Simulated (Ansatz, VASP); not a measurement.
**One calculation of Ba, two programs**

Contents of INCAR:

```
SYSTEM = Ba
  ALGO = Normal
  EDIFF = 1E-7
  EDIFFG = -0.01
  ENCUT = 600
  GGA = PS
  IBRION = 2
  ISIF = 3
  ISMEAR = -1
  LASPH = .True.
  LCHARG = .False.
  LREAL = .False.
  LWAVE = .False.
  NELM = 60
  NSW = 80
  PREC = Accurate
  SIGMA = 0.1
```

File KPOINTS:

```
k-points
0
Gamma
  8 8 5
  0 0 0
```

The input POSCAR:

```
Ba
1.0
    4.4544873730      0.0000000000      0.0000000000
   -2.2272436865      3.8576992259      0.0000000000
    0.0000000000      0.0000000000      7.2741778801
Ba
2
Direct
    0.3333333333      0.6666666667      0.2500000000
    0.6666666667      0.3333333333      0.7500000000
```

Input for Ansatz:

```yaml
crystal:
  lattice:
    - [4.454487373, 0.0, 0.0]
    - [-2.2272436865, 3.8576992259, 0.0]
    - [0.0, 0.0, 7.2741778801]
  atoms:
    - { symbol: Ba, position: [0.3333333333, 0.6666666667, 0.25] }
    - { symbol: Ba, position: [0.6666666667, 0.3333333333, 0.75] }
hamiltonian:
  xc: pbesol
  pseudopotentials:
    kind: paw
    azcp:
      Ba: "pseudopotentials/Ba.paw.azcp"
basis:
  ecutwfc: 420
  fft_grid_basis: typed
kpoints:
  mp_grid: { grid: [8, 8, 5], shift: [0, 0, 0] }
magnetization:
  spin_polarized: false
scf:
  occupations: { method: fermi_dirac, width: 0.1 }
relax:
  max_steps: 60
  f_tol: 0.01
  cell: {}
```

Alike in both runs: task relaxation of cell and atoms; functional PBEsol; k mesh 8 × 8 × 5; occupations fermi-dirac, width 0.1 eV; no spin polarisation.

|  | VASP | Ansatz |
| --- | --- | --- |
| version | VASP 6.6.1 | Ansatz 0.2.0 |
| potentials or method | VASP PAW PBE potentials, release 64 (Ba_sv), cutoff 600 eV | plane waves (420 eV) with PAW, scalar-relativistic |
| valence electrons in the cell | 20 | 20 |

Ansatz gave:

```
relaxed volume (Å³/atom)                                     : 57.93
relaxed cell length with the largest relative difference (Å) : 7.101
```

Q: Estimate VASP's values.

A: Relaxed volume (Å³/atom): 58.61; relaxed cell length with the largest relative difference (Å): 7.131.

VASP's potentials were made for PBE, not for PBEsol, and Ansatz warns of the same on its side.

Neither program's run includes spin-orbit coupling.
